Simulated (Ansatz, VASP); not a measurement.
One calculation of Se, two programs

```
CELL_PARAMETERS angstrom
3.04644 1.75887 6.51730
-3.04644 1.75887 6.51730
0.00000 -3.51773 6.51730
ATOMIC_POSITIONS crystal
Se 0.00000 0.00000 0.00000
Se 0.50000 0.50000 0.50000
Se 0.98986 0.75000 0.51014
Se 0.51014 0.98986 0.75000
Se 0.75000 0.51014 0.98986
Se 0.01014 0.25000 0.48986
Se 0.48986 0.01014 0.25000
Se 0.25000 0.48986 0.01014
```

Alike in both runs: functional PBE; k mesh 6 × 6 × 6; occupations gaussian, width 0.1 eV; no spin polarisation.

Ansatz relaxed the structure, and its values are those at the end. VASP's run is a single point on that final structure, the one shown.

|  | VASP | Ansatz |
| --- | --- | --- |
| version | VASP 6.6.1 | Ansatz 0.2.0 |
| potentials or method | VASP PAW PBE potentials, release 64 (Se), cutoff 520 eV | scalar-relativistic, plane waves, PAW |
| valence electrons in the cell | 48 | 128 |

```csv
,VASP,Ansatz,Ansatz less VASP
gap on the k mesh at the Fermi level (eV),none,none,-
pressure (GPa),0.0,0.0,-0.04
rms of the force components (eV/Å),0.007,0.000,-0.0073
```

A gap of «none» marks a metal or a gap that the smearing closes. VASP's potentials hold 48 valence electrons a cell and Ansatz's 128, so a difference there can come from the potentials and not from the codes.
